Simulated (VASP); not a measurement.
# MnO2 (fluorite type) (Fm-3m) in VASP: notebook

Runs on MnO2 (fluorite type). Level: PBE. Tasks: single point.

Program: VASP 6.6.1. These are calculated values, not measurements. Logs are shortened: lines on timing, memory, paths and dates and some standing lists are left out, and cuts for length are marked.

## (1) The cell of the first run

It takes space group Fm-3m (No. 225, cubic). The conventional cell has a = 4.557 Å, b = 4.557 Å, c = 4.557 Å, α = 90.00°, β = 90.00°, γ = 90.00°. Within 2.6 Å of Mn (site symmetry m-3m) lie 8 O at 1.97 Å. Within 2.6 Å of O (site symmetry -43m) lie 4 Mn at 1.97 Å and 6 O at 2.28 Å.

## (2) Single point, PBE

INCAR reads:

```
PREC     = Accurate       # precision mode
ENCUT    = 520            # plane-wave cutoff, eV
EDIFF    = 1E-7           # SCF threshold, eV
ISMEAR   = -1             # smearing method
SIGMA    = 0.06122561905347299 # smearing width, eV
LREAL    = F              # projectors in reciprocal space
LASPH    = T              # aspherical terms in the spheres
NELM     = 80             # most SCF steps
ALGO     = Normal         # electronic algorithm
ISIF     = 2              # what is computed and relaxed
LWAVE    = F              # write WAVECAR
LCHARG   = F              # write CHGCAR
GGA      = PE             # functional
NBANDS   = 20             # bands
```

KPOINTS reads:

```
Automatic mesh
0
Gamma
  21 21 21
```

POSCAR reads:

```
MnO2
1.0
    0.0000000000      2.2786777431      2.2786777431
    2.2786777431      0.0000000000      2.2786777431
    2.2786777431      2.2786777431      0.0000000000
Mn O
1 2
Direct
    0.0000000000      0.0000000000      0.0000000000
    0.2500000000      0.2500000000      0.2500000000
    0.7500000000      0.7500000000      0.7500000000
```

Potentials or basis: VASP PAW PBE potentials, release 64 (Mn_pv, O).

Launch:

```sh
> cat potpaw_PBE.64/Mn_pv/POTCAR potpaw_PBE.64/O/POTCAR > POTCAR
> mpirun -np 1 vasp_std > vasp.out
```

OUTCAR:

```text
PREC = Accurate
   ENCUT = 520
   EDIFF = 1E-7
   ISMEAR = -1
   LREAL = F
   LASPH = T
   NELM = 80
   ISIF = 2
   GGA = PE

 ion  position               nearest neighbor table
   1  0.000  0.000  0.000-   2 1.97   3 1.97   3 1.97   3 1.97   3 1.97   2 1.97   2 1.97   2 1.97

   2  0.250  0.250  0.250-   1 1.97   1 1.97   1 1.97   1 1.97
   3  0.750  0.750  0.750-   1 1.97   1 1.97   1 1.97   1 1.97

  LATTYP: Found a face centered cubic cell.
 ALAT       =     4.5573554862

  Lattice vectors:

 A1 = (   0.0000000000,   2.2786777431,   2.2786777431)
 A2 = (   2.2786777431,   0.0000000000,   2.2786777431)
 A3 = (   2.2786777431,   2.2786777431,   0.0000000000)

Analysis of symmetry for initial positions (statically):
=====================================================================
 Subroutine PRICEL returns:
 Original cell was already a primitive cell.

 Routine SETGRP: Setting up the symmetry group for a
 face centered cubic supercell.

 Subroutine GETGRP returns: Found 48 space group operations
 (whereof 48 operations were pure point group operations)
 out of a pool of 48 trial point group operations.

The static configuration has the point symmetry O_h .

Analysis of symmetry for dynamics (positions and initial velocities):
=====================================================================
 Subroutine PRICEL returns:
 Original cell was already a primitive cell.

 Routine SETGRP: Setting up the symmetry group for a
 face centered cubic supercell.

 Subroutine GETGRP returns: Found 48 space group operations
 (whereof 48 operations were pure point group operations)
 out of a pool of 48 trial point group operations.

The dynamic configuration has the point symmetry O_h .

 Subroutine INISYM returns: Found 48 space group operations
 (whereof 48 operations are pure point group operations),
 and found     1 'primitive' translations

----------------------------------------------------------------------------------------

                                     Primitive cell

  volume of cell :      23.6635

  direct lattice vectors                    reciprocal lattice vectors
     0.000000000  2.278677743  2.278677743    -0.219425499  0.219425499  0.219425499
     2.278677743  0.000000000  2.278677743     0.219425499 -0.219425499  0.219425499
     2.278677743  2.278677743  0.000000000     0.219425499  0.219425499 -0.219425499

  length of vectors
     3.222536969  3.222536969  3.222536969     0.380056112  0.380056112  0.380056112

  position of ions in fractional coordinates (direct lattice)
     0.000000000  0.000000000  0.000000000
     0.250000000  0.250000000  0.250000000
     0.750000000  0.750000000  0.750000000

  ion indices of the primitive-cell ions
   primitive index   ion index
                 1           1
                 2           2
                 3           3

----------------------------------------------------------------------------------------

 KPOINTS: Automatic mesh

Automatic generation of k-mesh.
 Grid dimensions read from file:
 generate k-points for:   21   21   21

 Generating k-lattice:

  Cartesian coordinates                     Fractional coordinates (reciprocal lattice)
    -0.010448833  0.010448833  0.010448833     0.047619048  0.000000000  0.000000000
     0.010448833 -0.010448833  0.010448833     0.000000000  0.047619048  0.000000000
     0.010448833  0.010448833 -0.010448833     0.000000000  0.000000000  0.047619048

  Length of vectors
     0.018097910  0.018097910  0.018097910

  Shift w.r.t. Gamma in fractional coordinates (k-lattice)
     0.000000000  0.000000000  0.000000000

 Subroutine IBZKPT returns following result:
 ===========================================

 Found    286 irreducible k-points:

 Following reciprocal coordinates:
            Coordinates               Weight
  0.000000  0.000000  0.000000      1.000000
  0.047619  0.000000  0.000000      8.000000
  0.095238  0.000000  0.000000      8.000000
  0.142857  0.000000  0.000000      8.000000
  0.190476  0.000000  0.000000      8.000000
  0.238095  0.000000  0.000000      8.000000
[... 16 lines left out ...]
 -0.428571  0.047619  0.000000     24.000000
 -0.380952  0.047619  0.000000     24.000000
 [... further k-points ...]
   k-points           NKPTS =    286   k-points in BZ     NKDIM =    286   number of bands    NBANDS=     20
   number of dos      NEDOS =    301   number of ions     NIONS =      3
   total plane-waves  NPLWV =  13824
   dimension x,y,z NGX =    24 NGY =   24 NGZ =   24
   dimension x,y,z NGXF=    48 NGYF=   48 NGZF=   48
   ions per type =               1   2
   NGX,Y,Z   is equivalent  to a cutoff of  12.38, 12.38, 12.38 a.u.
   NGXF,Y,Z  is equivalent  to a cutoff of  24.76, 24.76, 24.76 a.u.
 SYSTEM =  unknown system
   PREC   = accura    normal or accurate (medium, high low for compatibility)
   ISTART =      0    job   : 0-new  1-cont  2-samecut
   ICHARG =      2    charge: 1-file 2-atom 10-const
   ISPIN  =      1    spin polarized calculation?
   LNONCOLLINEAR =      F non collinear calculations
   LSORBIT =      F    spin-orbit coupling
   LASPH  =      T    aspherical Exc in radial PAW
   ENCUT  =  520.0 eV  38.22 Ry    6.18 a.u.   5.99  5.99  5.99*2*pi/ulx,y,z
   NELM   =     80;   NELMIN=  2; NELMDL= -5     # of ELM steps
   EDIFF  = 0.1E-06   stopping-criterion for ELM
   LREAL  =      F    real-space projection
   EDIFFG = 0.1E-05   stopping-criterion for IOM
   NSW    =      0    number of steps for IOM
   IBRION =     -1    ionic relax: 0-MD 1-quasi-New 2-CG
   NFREE  =      0    steps in history (QN), initial steepest desc. (CG)
   ISIF   =      2    stress and relaxation
   ISYM   =      2    0-nonsym 1-usesym 2-fastsym
   POTIM  = 0.5000    time-step for ionic-motion
   TEBEG  =    0.0;   TEEND  =   0.0 temperature during run
   PSTRESS=    0.0 pullay stress
   NELECT =      25.0000    total number of electrons
   NUPDOWN=      -1.0000    fix difference up-down
   EMIN   =  10.00;   EMAX   =-10.00  energy-range for DOS
   EFERMI =   0.00;   METHOD = LEGACY
   ISMEAR =    -1;   SIGMA  =   0.06  broadening in eV -4-tet -1-fermi 0-gaus
   EFERMI_NEDOS =   21; number of points for ismear=-14 and -15
   IALGO  =     38    algorithm
   IMIX   =      4    mixing-type and parameters
     AMIX     =   0.40;   BMIX     =  1.00
     AMIX_MAG =   1.60;   BMIX_MAG =  1.00
  volume/ion in A,a.u.               =       7.89        53.23
  Fermi-wavevector in a.u.,A,eV,Ry     =   1.667357  3.150848 37.825275  2.780079
  Thomas-Fermi vector in A             =   2.753393
   LORBIT       =      0    0 simple, 1 ext, 2 COOP (PROOUT), +10 PAW based schemes
   GGA     = PE    functional components
   LHFCALC =     F    Hartree Fock is set to
   AEXX    =    0.0000 exact exchange contribution
   IVDW    =     0    specifies the selected vdW correction
   LEPSILON=     F    determine dielectric tensor
   LRPA    =     F    only Hartree local field effects (RPA)
 non-spin polarized calculation
  energy-cutoff  :      520.00
  volume of cell :       23.66
 maximum number of plane-waves:       650
   NGX = 11   NGY = 11   NGZ = 11

 number of electron      25.0000024 magnetization

 Free energy of the ion-electron system (eV)
  ---------------------------------------------------
  ext. energy  EPLUGINS =         0.00000000
  ---------------------------------------------------
  free energy    TOTEN  =       -22.08456394 eV

  energy without entropy =      -22.02792852  energy(sigma->0) =      -22.05624623

 E-fermi :   7.7087     XC(G=0): -13.1355

 val. band max:        7.7082298758   @ k =   0.4286   0.3333   0.0476
 cond. band min:       7.7089781259   @ k =   0.4762   0.2857   0.0000
 fundamental gap:      0.0007482502
 Fermi energy:         7.7087271517

 k-point     1 :       0.0000    0.0000    0.0000
  band No.  band energies     occupation
      1     -40.8793      2.00000
      2     -40.8793      2.00000
      3     -40.8793      2.00000
      4     -13.7707      2.00000
      5      -8.5403      2.00000
      6       0.5546      2.00000
[... 12 lines left out ...]
     19      21.5459      0.00000
     20      21.5459      0.00000

 k-point     2 :       0.0476    0.0000    0.0000
  band No.  band energies     occupation
      1     -40.8809      2.00000
      2     -40.8795      2.00000
      3     -40.8795      2.00000
      4     -13.7414      2.00000
      5      -8.5860      2.00000
      6       0.5761      2.00000
[... 12 lines left out ...]
     19      21.6267      0.00000
     20      21.6267      0.00000

 k-point     3 :       0.0952    0.0000    0.0000
  band No.  band energies     occupation
      1     -40.8856      2.00000
      2     -40.8802      2.00000
      3     -40.8802      2.00000
      4     -13.6529      2.00000
      5      -8.7175      2.00000
      6       0.6396      2.00000
[... 12 lines left out ...]
     19      21.8660      0.00000
     20      21.8660      0.00000

 k-point     4 :       0.1429    0.0000    0.0000
  band No.  band energies     occupation
      1     -40.8929      2.00000
      2     -40.8812      2.00000
      3     -40.8812      2.00000
      4     -13.5086      2.00000
      5      -8.9204      2.00000
      6       0.7417      2.00000
[... 12 lines left out ...]
     19      22.2548      0.00000
     20      22.2548      0.00000

 k-point     5 :       0.1905    0.0000    0.0000
  band No.  band energies     occupation
      1     -40.9022      2.00000
      2     -40.8826      2.00000
      3     -40.8826      2.00000
      4     -13.3138      2.00000
      5      -9.1756      2.00000
      6       0.8766      2.00000
[... 12 lines left out ...]
     19      22.7789      0.00000
     20      22.7789      0.00000
[... 353 lines left out ...]
      6       1.6041      2.00000
[... 12 lines left out ...]
     19      26.9005      0.00000
     20      27.0636      0.00000

 k-point    22 :      -0.4762    0.0476    0.0000
  band No.  band energies     occupation
      1     -40.9505      2.00000
      2     -40.8908      2.00000
      3     -40.8898      2.00000
      4     -11.5521      2.00000
      5     -11.0331      2.00000
      6       1.5772      2.00000
[... 12 lines left out ...]
     19      27.1426      0.00000
     20      27.2744      0.00000

 k-point    23 :      -0.4286    0.0476    0.0000
  band No.  band energies     occupation
      1     -40.9484      2.00000
      2     -40.8907      2.00000
      3     -40.8893      2.00000
      4     -11.7608      2.00000
      5     -10.8267      2.00000
      6       1.5019      2.00000
[... 12 lines left out ...]
     19      26.7579      0.00000
     20      26.8133      0.00000

 k-point    24 :      -0.3810    0.0476    0.0000
  band No.  band energies     occupation
      1     -40.9434      2.00000
      2     -40.8901      2.00000
      3     -40.8883      2.00000
      4     -12.0642      2.00000
      5     -10.5262      2.00000
      6       1.3909      2.00000
[... 12 lines left out ...]
     19      26.0387      0.00000
     20      26.0864      0.00000

 [... further k-points ...]
[... 5 lines left out ...]
  --------------------------------------------------------------------------------------
  -------------------------------------------------------------------------------------
  Total        2.0007221      2.0007221      2.0007221     -0.0000000     -0.0000000      0.0000000
  in kB      135.4623592    135.4623592    135.4623592     -0.0000000     -0.0000000      0.0000000
  external PRESSURE =     135.4623592 kB  Pullay stress =       0.0000000 kB

 VOLUME and BASIS-vectors are now :
 -----------------------------------------------------------------------------
  energy-cutoff  :      520.00
  volume of cell :       23.66
      direct lattice vectors                 reciprocal lattice vectors
     0.000000000  2.278677743  2.278677743    -0.219425499  0.219425499  0.219425499
     2.278677743  0.000000000  2.278677743     0.219425499 -0.219425499  0.219425499
     2.278677743  2.278677743  0.000000000     0.219425499  0.219425499 -0.219425499

 POSITION                                       TOTAL-FORCE (eV/Angst)
 -----------------------------------------------------------------------------------
      0.00000      0.00000      0.00000        -0.000000      0.000000      0.000000
      1.13934      1.13934      1.13934         0.000000      0.000000     -0.000000
      3.41802      3.41802      3.41802        -0.000000     -0.000000     -0.000000
 -----------------------------------------------------------------------------------
    total drift:                               -0.000000      0.000000      0.000000

  FREE ENERGIE OF THE ION-ELECTRON SYSTEM (eV)
  ---------------------------------------------------
  free  energy   TOTEN  =       -22.0845639371 eV

  energy  without entropy=      -22.0279285207  energy(sigma->0) =      -22.05624623
```

It took 3 min on 1 thread of Intel Xeon 8259CL, shared host; peak memory 0.24 GiB.

Results:

```yaml
Free_energy: -22.0846 eV
Pressure: 13.5 GPa
Band_gap_on_the_k_mesh: zero (an odd number of electrons rules out a gap without spin polarisation)
```

Levels at points of the mesh, in eV from the Fermi level:
| k point | band 11 | band 12 | band 13 | band 14 | band 15 | band 16 |
| --- | --- | --- | --- | --- | --- | --- |
| (0.00, 0.00, 0.00) | -1.40 | -0.87 | -0.87 | 3.20 | 3.20 | 3.20 |

Caveat: the cell stands under pressure; an odd number of electrons without spin polarisation forces a metal; a magnetic or distorted state may lie lower; the run has no spin polarisation, though such a crystal can be magnetic; semilocal functionals often make such compounds metallic where correlation or magnetic order opens a gap, which also shifts bond lengths. With open d or f shells a metallic result of PBE can be an artefact of self-interaction; +U or a hybrid may open a gap.

## (3) Single point, PBE

INCAR reads:

```
SYSTEM = MnO2
PREC = Accurate
ENCUT = 520
EDIFF = 1E-7
ISMEAR = -1
SIGMA = 0.06122561905347299
LREAL = .FALSE.
LASPH = .TRUE.
NELM = 100
ALGO = Normal
ISIF = 2
LWAVE = .FALSE.
LCHARG = .TRUE.
GGA = PE
LELF = .TRUE.
LVHAR = .TRUE.
NBANDS = 20
```

KPOINTS reads:

```
regular mesh
0
G
  21 21 21
  0 0 0
```

POSCAR is that of step 2.

Potentials or basis: VASP PAW PBE potentials, release 64 (Mn_pv, O).

Launch:

```sh
> cat potpaw_PBE.64/Mn_pv/POTCAR potpaw_PBE.64/O/POTCAR > POTCAR
> mpirun -np 1 vasp_std > vasp.out
```

Wall time 3.1 min (1 thread of Intel Xeon 8259CL, shared host); peak memory 0.23 GiB.

Results (log left out):

```
Free energy            : -22.0846 eV
Pressure               : 13.5 GPa
Band gap on the k mesh : zero (an odd number of electrons rules out a gap without spin polarisation)
```

Levels at points of the mesh, in eV from the Fermi level:
| k point | band 10 | band 11 | band 12 | band 13 | band 14 | band 15 | band 16 | band 17 |
| --- | --- | --- | --- | --- | --- | --- | --- | --- |
| (0.00, 0.00, 0.00) | -1.40 | -1.40 | -0.87 | -0.87 | 3.20 | 3.20 | 3.20 | 8.50 |

Caveat: the cell stands under pressure; an odd number of electrons without spin polarisation forces a metal; a magnetic or distorted state may lie lower; the run has no spin polarisation, though such a crystal can be magnetic; semilocal functionals often make such compounds metallic where correlation or magnetic order opens a gap, which also shifts bond lengths. Spin polarisation is off, so any magnetic state and its effect on volume and gap are missing.

(Part 1 of 2 ends here.)
